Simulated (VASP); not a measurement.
# MgO: single point with LDA

The system is MgO.

```
CELL_PARAMETERS angstrom
3.35310 0.00000 0.00000
-1.67655 2.90387 0.00000
0.00000 0.00000 4.84910
ATOMIC_POSITIONS crystal
Mg 0.33333 0.66667 0.00216
Mg 0.66667 0.33333 0.50216
O 0.33333 0.66667 0.40244
O 0.66667 0.33333 0.90244
```

This cell differs from its parent crystal: ratio of the length along z to the lengths across it x 0.96, volume and fractional coordinates fixed.

```
Program                : VASP 6.6.1
Task                   : single point
Functional             : LDA
Potentials or basis    : VASP PAW LDA potentials, release 64 (Mg, O)
Cutoff                 : 520 eV
k mesh                 : 9 × 9 × 6
Occupations            : gaussian, width 0.05 eV
Spin                   : no spin polarisation
Dipole correction      : no
Further INCAR settings : ALGO = Normal; EDIFF = 1e-06; NBANDS = 16
```

- Pressure: -5.6 GPa
- Largest force: 0.401 eV/Å
- Band gap on the k mesh: 3.30 eV, direct

Forces in eV/Å, atoms in the order of the input:
```
Mg   0.000  0.000 -0.401
Mg   0.000  0.000 -0.401
O    0.000  0.000  0.401
O    0.000  0.000  0.401
```

Stress tensor (GPa, compression positive):
```
-8.48  0.00  0.00
 0.00 -8.48  0.00
 0.00  0.00  0.03
```

Levels at points of the mesh, in eV from the valence-band top:
```tsv
k point	band 6	band 7	band 8	band 9	band 10	band 11
(0.00, 0.00, 0.00)	-0.51	-0.51	0.00	3.30	8.22	10.36
(0.00, 0.00, 0.50)	-0.72	-0.72	-0.72	5.82	5.82	13.20
```

Run time: 42 s on 1 thread of Intel Xeon 8259CL, with other jobs on the host, peak memory 0.17 GiB.

 A k mesh can miss the band edges.
